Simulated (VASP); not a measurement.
**TiO2: single point with PBE**

TiO2:

```
CELL_PARAMETERS angstrom
-1.85785 1.85785 4.67118
1.85785 -1.85785 4.67118
1.85785 1.85785 -4.67118
ATOMIC_POSITIONS crystal
Ti 0.00000 0.00000 0.00000
Ti 0.75000 0.25000 0.50000
O 0.20810 0.20810 0.00000
O 0.95810 0.45810 0.50000
O 0.54190 0.04190 0.50000
O 0.79190 0.79190 0.00000
```

```yaml
Program: VASP 6.6.1
Task: single point
Functional: PBE
Potentials_or_basis: VASP PAW PBE potentials, release 64 (Ti_sv, O)
Cutoff: 520 eV
k_mesh: 8 × 8 × 8
Occupations: gaussian, width 0.01 eV
Spin: no spin polarisation
Dipole_correction: no
Further_INCAR_settings: ALGO = Normal; EDIFF = 1e-06; NBANDS = 33
```

| Item | Value |
| --- | --- |
| Pressure | 20.0 GPa |
| Largest force | 0.483 eV/Å |
| Band gap on the k mesh | 2.26 eV (least direct gap 2.56 eV) |

Forces on the atoms (eV/Å):
```
Ti   0.000  0.000  0.000
Ti   0.000  0.000  0.000
O    0.000  0.000  0.483
O    0.000  0.000  0.483
O    0.000  0.000 -0.483
O    0.000  0.000 -0.483
```

Stress tensor (GPa, compression positive):
```
19.26  0.00  0.00
 0.00 19.26  0.00
 0.00  0.00 21.55
```

Levels at points of the mesh, in eV from the valence-band top:
| k point | band 21 | band 22 | band 23 | band 24 | band 25 | band 26 | band 27 | band 28 |
| --- | --- | --- | --- | --- | --- | --- | --- | --- |
| (0.00, 0.00, 0.00) | -0.67 | -0.67 | -0.48 | -0.48 | 2.26 | 3.09 | 4.34 | 4.34 |
| (0.50, 0.00, 0.00) | -2.02 | -1.00 | -0.72 | -0.60 | 3.50 | 3.86 | 3.87 | 3.99 |
| (0.50, 0.50, 0.00) | -2.12 | -2.12 | 0.00 | 0.00 | 3.64 | 3.64 | 4.15 | 4.15 |
| (0.50, 0.50, 0.50) | -1.23 | -1.23 | -0.05 | -0.05 | 2.66 | 2.66 | 4.10 | 4.10 |

It took 2.9 min on 1 thread of Intel(R) Xeon(R) Platinum 8124M CPU @ 3.00GHz (Skylake/Cascade Lake) (shared host), peak memory 0.29 GiB.

Caveat: the cell stands under pressure. A k mesh can miss the band edges.
